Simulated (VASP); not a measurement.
InPd: vibrations by perturbation theory with PBEsol

Crystal: InPd.

```
CELL_PARAMETERS angstrom
3.24802 0.00000 0.00000
0.00000 3.24802 0.00000
0.00000 0.00000 3.24802
ATOMIC_POSITIONS crystal
In 0.00000 0.00000 0.00000
Pd 0.50000 0.50000 0.50000
```

```
Program                : VASP 6.6.1
Task                   : vibrations by perturbation theory
Functional             : PBEsol
Potentials or basis    : VASP PAW PBE potentials, release 64 (In_d, Pd)
Cutoff                 : 520 eV
k mesh                 : 12 × 12 × 12
Occupations            : fermi-dirac, width 0.1 eV
Spin                   : no spin polarisation
Dipole correction      : no
Further INCAR settings : ALGO = Normal; EDIFF = 1e-08; IBRION = 8; NSW = 1
```

| Property | Result |
| --- | --- |
| Highest phonon frequency at Γ | 145 cm⁻¹ |

Phonon frequencies in cm⁻¹ (negative: imaginary):
| q point | frequencies |
| --- | --- |
| (0.000, 0.000, 0.000) | 0 0 0 145 145 145 |

Wall time 85 s on 1 thread of Intel(R) Xeon(R) 6975P-C (Granite Rapids), with other jobs on the host, peak memory 0.37 GiB.
